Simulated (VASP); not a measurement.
# H3C18N in VASP: notebook, part 2 of 2

VASP 6.6.1. The steps go on from the part before.

## (3) Single point, PBE+D3(BJ)

Input file INCAR:

```
SYSTEM = H3C18N
PREC = Accurate
ENCUT = 520
EDIFF = 1E-7
ISMEAR = 0
SIGMA = 0.05
LREAL = Auto
LASPH = .True.
NELM = 60
ALGO = Normal
ISIF = 2
LWAVE = .False.
LCHARG = .False.
GGA = PE
IVDW = 12
NBANDS = 57
```

Input file KPOINTS:

```
Automatic mesh
0
Gamma
  2 2 1
  0 0 0
```

Input file POSCAR:

```
H3C18N
1.0
    7.3980000000      0.0000000000      0.0000000000
   -3.6990000000      6.4068560000      0.0000000000
    0.0000000000      0.0000000000     12.0000000000
C N H
18 1 3
Direct
    0.0063073350     -0.0026521589      0.0604500000
    0.2298691479      0.1091465143      0.0602620000
    0.0063172197      0.3327090542      0.0603835000
    0.2298843091      0.4444785399      0.0604833333
    0.0083106555      0.6660338550      0.0602323333
    0.2278558642      0.7757695818      0.0600732500
    0.3396755804     -0.0006528943      0.0597155833
    0.5632773885      0.1111879212      0.0592555000
    0.3416883030      0.3327388660      0.0603750000
    0.5612344981      0.4424711590      0.0600759167
    0.3396547110      0.6640015009      0.0602188333
    0.5631948094      0.7757756691      0.0601560833
    0.6749762489     -0.0006249555      0.0598463333
    0.8945443058      0.1091643077      0.0603412500
    0.6730048752      0.3307018294      0.0595535000
    0.8965102229      0.4424586724      0.0600702500
    0.6729789730      0.6660130960      0.0602817500
    0.8965448186      0.7778073988      0.0603079167
    0.5298872093      0.1361569544      0.3515294167
    0.5696447605      0.2889740303      0.3606805000
    0.6584069078      0.1383488251      0.3186468333
    0.4189290900      0.0772428786      0.2903938333
```

Potentials or basis: VASP PAW PBE potentials, release 64 (C, N, H).

Launch:

```
> cat potpaw_PBE.64/C/POTCAR potpaw_PBE.64/N/POTCAR potpaw_PBE.64/H/POTCAR > POTCAR
> mpirun -np 1 vasp_std > vasp.out
```

OUTCAR:

```text
SYSTEM = H3C18N
   PREC = Accurate
   ENCUT = 520
   EDIFF = 1E-7
   ISMEAR = 0
   LREAL = Auto
   LASPH = .True.
   NELM = 60
   ISIF = 2
   GGA = PE
   IVDW = 12
 IVDW          = 12

 ion  position               nearest neighbor table
   1  0.006  0.997  0.060-  18 1.41   2 1.43  14 1.43
   2  0.230  0.109  0.060-   7 1.41   1 1.43   9 1.43
   3  0.006  0.333  0.060-  16 1.41  14 1.43   4 1.43
   4  0.230  0.444  0.060-  11 1.41   9 1.43   3 1.43
   5  0.008  0.666  0.060-   6 1.41  18 1.43  16 1.43
   6  0.228  0.776  0.060-   5 1.41  11 1.43   7 1.43
[... 11 lines left out ...]
  18  0.897  0.778  0.060-   1 1.41   5 1.43  17 1.43
  19  0.530  0.136  0.352-  20 1.02  22 1.02  21 1.02
  20  0.570  0.289  0.361-  19 1.02
  21  0.658  0.138  0.319-  19 1.02
  22  0.419  0.077  0.290-  19 1.02

  LATTYP: Found a hexagonal cell.
 ALAT       =     7.3980000000
 C/A-ratio  =     1.6220600162

  Lattice vectors:

 A1 = (   7.3980000000,   0.0000000000,   0.0000000000)
 A2 = (  -3.6990000000,   6.4068560000,   0.0000000000)
 A3 = (   0.0000000000,   0.0000000000,  12.0000000000)

Analysis of symmetry for initial positions (statically):
=====================================================================
 Subroutine PRICEL returns:
 Original cell was already a primitive cell.

 Routine SETGRP: Setting up the symmetry group for a
 hexagonal supercell.

 Subroutine GETGRP returns: Found  1 space group operations
 (whereof  1 operations were pure point group operations)
 out of a pool of 24 trial point group operations.

The static configuration has the point symmetry C_1 .

Analysis of symmetry for dynamics (positions and initial velocities):
=====================================================================
 Subroutine PRICEL returns:
 Original cell was already a primitive cell.

[... 148 lines left out ...]
  Fermi-wavevector in a.u.,A,eV,Ry     =   0.851382  1.608879  9.862209  0.724852
  Thomas-Fermi vector in A             =   1.967507
   LORBIT       =      0    0 simple, 1 ext, 2 COOP (PROOUT), +10 PAW based schemes
   GGA     = PE    functional components
   LHFCALC =     F    Hartree Fock is set to
   AEXX    =    0.0000 exact exchange contribution
   IVDW    =    12    specifies the selected vdW correction
   LEPSILON=     F    determine dielectric tensor
   LRPA    =     F    only Hartree local field effects (RPA)
 non-spin polarized calculation
 Gauss-broadening in eV      SIGMA  =   0.05
  energy-cutoff  :      520.00
  volume of cell :      568.78
 maximum number of plane-waves:     15363
 NGX is ok and might be reduce to    56
   NGX = 27   NGY = 27   NGZ = 45

 number of electron      80.0000000 magnetization

 Free energy of the ion-electron system (eV)
  ---------------------------------------------------
  ext. energy  EPLUGINS =         0.00000000
  ---------------------------------------------------
  free energy    TOTEN  =      -185.15518705 eV

  energy without entropy =     -185.15491703  energy(sigma->0) =     -185.15505204

 E-fermi :  -1.7419     XC(G=0):  -4.2068

 val. band max:       -1.8460782757   @ k =   0.0000   0.0000   0.0000
 cond. band min:      -1.6365390860   @ k =   0.0000   0.0000   0.0000
 fundamental gap:      0.2095391897
 Fermi energy:        -1.7419207564

 k-point     1 :       0.0000    0.0000    0.0000
  band No.  band energies     occupation
      1     -21.2650      2.00000
      2     -18.7290      2.00000
      3     -18.7246      2.00000
      4     -18.7196      2.00000
      5     -18.7175      2.00000
      6     -18.6018      2.00000
[... 209 lines left out ...]
     51       4.0294      0.00000
     52       4.1779      0.00000
 [bands above 52 left out]

------------------------ aborting loop because EDIFF is reached ----------------------------------------

 Edisp (eV)   -1.75441

 E8    (eV) :    -0.5318

  FORCE on cell =-STRESS in cart. coord.  units (eV):
  Direction    XX          YY          ZZ          XY          YZ          ZX
  --------------------------------------------------------------------------------------
  -------------------------------------------------------------------------------------
  Total       1.08415     1.07454    -0.21038     0.00084     0.02567    -0.00831
  in kB       3.05392     3.02686    -0.59263     0.00238     0.07232    -0.02342
  external pressure =        1.83 kB  Pullay stress =        0.00 kB

 VOLUME and BASIS-vectors are now :
 -----------------------------------------------------------------------------
  energy-cutoff  :      520.00
  volume of cell :      568.78
      direct lattice vectors                 reciprocal lattice vectors
     7.398000000  0.000000000  0.000000000     0.135171668  0.078041398  0.000000000
    -3.699000000  6.406856000  0.000000000     0.000000000  0.156082796  0.000000000
     0.000000000  0.000000000 12.000000000     0.000000000  0.000000000  0.083333333

 POSITION                                       TOTAL-FORCE (eV/Angst)
 -----------------------------------------------------------------------------------
     -3.64253      6.38986      0.72540         0.003783      0.010209     -0.000619
      1.29684      0.69929      0.72314        -0.000742     -0.001179      0.000968
     -1.18396      2.13162      0.72460         0.006191     -0.009315     -0.001619
      0.05656      2.84771      0.72580         0.004095     -0.012609     -0.001142
     -2.40218      4.26718      0.72279        -0.011826      0.003170      0.000759
     -1.18389      4.97024      0.72088         0.006122      0.006948      0.000584
[... 14 lines left out ...]
      4.35914      0.88638      3.82376         0.007276     -0.014886      0.010721
      2.81352      0.49488      3.48473        -0.009850     -0.009122      0.005751
 -----------------------------------------------------------------------------------
    total drift:                               -0.020636      0.009570      0.013793

  FREE ENERGIE OF THE ION-ELECTRON SYSTEM (eV)
  ---------------------------------------------------
  free  energy   TOTEN  =      -186.9095956161 eV

  energy  without entropy=     -186.9093255982  energy(sigma->0) =     -186.90946061
```

It took 9.1 min on 1 thread of Intel Xeon 8259CL, shared host; peak memory 0.6 GiB.

Results:

```yaml
Free_energy: -186.9096 eV
Largest_force: 0.055 eV/Å
Band_gap_on_the_k_mesh: 0.21 eV
Dispersion_energy_per_atom: -0.080 eV
```

Forces on the atoms (eV/Å):
```
C    0.004  0.010 -0.001
C   -0.001 -0.001  0.001
C    0.006 -0.009 -0.002
C    0.004 -0.013 -0.001
C   -0.012  0.003  0.001
C    0.006  0.007  0.001
C    0.001 -0.007  0.001
C    0.004 -0.009  0.003
C   -0.010 -0.002 -0.003
C    0.005  0.010  0.001
C    0.003  0.002  0.002
C   -0.015  0.003 -0.003
C   -0.003  0.003  0.002
C    0.009  0.009  0.000
C    0.001  0.009  0.001
C   -0.008 -0.001 -0.003
C    0.007 -0.009  0.000
C    0.000 -0.008 -0.004
N    0.011  0.028 -0.046
H   -0.011 -0.001  0.033
H    0.007 -0.015  0.011
H   -0.010 -0.009  0.006
```

Caveat: the k points lie up to 0.49 Å⁻¹ apart; there is no dipole correction, which matters where the two faces differ.
